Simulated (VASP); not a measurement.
Write the native input for VASP 6.6.1 that does the following.

```
Task                   : single point
Functional             : PBE
Dispersion             : D3(BJ)
Potentials or basis    : VASP PAW PBE potentials, release 64 (H, Si, Cl)
Cutoff                 : 520 eV
k mesh                 : 2 × 2 × 1
Occupations            : gaussian, width 0.02 eV
Spin                   : no spin polarisation
Dipole correction      : no
Further INCAR settings : LREAL = Auto; ALGO = Normal; EDIFF = 1e-06; NBANDS = 55
```

The structure of Si16H5Cl lies in POSCAR:

```
Si16H5Cl
1.0
    7.6791800000      0.0000000000      0.0000000000
    3.8395900000      6.6503650000      0.0000000000
    0.0000000000      0.0000000000     18.4187650000
H Si Cl
5 16 1
Direct
    0.1666666600      0.1666666600      0.0542924600
    0.6666666400      0.1666666600      0.0542924600
    0.1666666600      0.6666666300      0.0542924600
    0.6666666400      0.6666666300      0.0542924600
    0.0029693218      0.0011696644      0.2248003726
    0.1666666600      0.1666666600      0.1357311400
    0.6666666400      0.1666666600      0.1357311400
    0.1666666600      0.6666666300      0.1357311400
    0.6666666400      0.6666666300      0.1357311400
   -0.1678296941      0.3376033494      0.1745347388
    0.3325027261      0.3336132169      0.1753596920
   -0.1698032439      0.8323466755      0.1782446725
    0.3399486929      0.8276167833      0.1806949768
   -0.1776495046      0.3634951263      0.3021389653
    0.3295815734      0.3384705274      0.3030312148
   -0.2020873760      0.8557904202      0.3062398359
    0.3370365336      0.8804979058      0.3136081586
   -0.0112127888      0.0145835966      0.3070510221
    0.4966722469      0.0342142842      0.3742456455
   -0.0061806594      0.5234846725      0.3440066946
    0.4770045257      0.5388554229      0.3155773346
    0.0032563088      0.5031243562      0.4576602366
```

These files were run (other wordings do the same):

INCAR

```
ALGO = Normal
EDIFF = 1E-6
ENCUT = 520
GGA = PE
ISIF = 2
ISMEAR = 0
IVDW = 12
LASPH = True
LCHARG = False
LREAL = Auto
LWAVE = False
NBANDS = 55
NELM = 60
PREC = Accurate
SIGMA = 0.02
```

KPOINTS

```
k-points
0
Gamma
  2 2 1
```

Potentials or basis: VASP PAW PBE potentials, release 64 (H, Si, Cl).

Launch:

```console
$ cat potpaw_PBE.64/H/POTCAR potpaw_PBE.64/Si/POTCAR potpaw_PBE.64/Cl/POTCAR > POTCAR
$ mpirun -np 1 vasp_std > vasp.out
```

Results of the run:

```json
{
  "Largest force": "0.534 eV/Å",
  "Band gap on the k mesh": "0.45 eV",
  "Dispersion energy per atom": "-0.188 eV"
}
```

Caveat: the k points lie up to 0.47 Å⁻¹ apart; there is no dipole correction, which matters where the two faces differ; semilocal functionals underestimate gaps, and a narrow one can read as zero.

Run time: 6 min on 1 thread of Intel(R) Xeon(R) 6975P-C (Granite Rapids), on a shared host, peak memory 0.96 GiB.
